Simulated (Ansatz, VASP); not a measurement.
**One calculation of BP, two programs**

```
B P
1.0
     0.00000    2.26000    2.26000
     2.26000    0.00000    2.26000
     2.26000    2.26000    0.00000
B P
1 1
Direct
  0.00000 0.00000 0.00000
  0.25000 0.25000 0.25000
```

Alike in both runs: task relaxation of cell and atoms; functional r2SCAN; dispersion rVV10; k mesh 10 × 10 × 10; occupations gaussian, width 0.02 eV; no spin polarisation.

```csv
,VASP,Ansatz
version,VASP 6.6.1,Ansatz 0.2.0
potentials or method,"VASP PAW PBE potentials, release 64 (B, P), cutoff 550 eV","scalar-relativistic, plane waves, PAW"
valence electrons in the cell,8,8
```

Ansatz gave:

| Item | Value |
| --- | --- |
| gap on the k mesh at the Fermi level, each at its own relaxed structure (eV) | 1.38 |
| relaxed volume (Å³/atom) | 11.62 |
| relaxed cell length with the largest relative difference (Å) | 3.204 |

**Question.** Estimate VASP's values.

**Answer.** gap on the k mesh at the Fermi level, each at its own relaxed structure (eV): 1.41; relaxed volume (Å³/atom): 11.60; relaxed cell length with the largest relative difference (Å): 3.201.

VASP's potentials were made for PBE, not for r2SCAN.
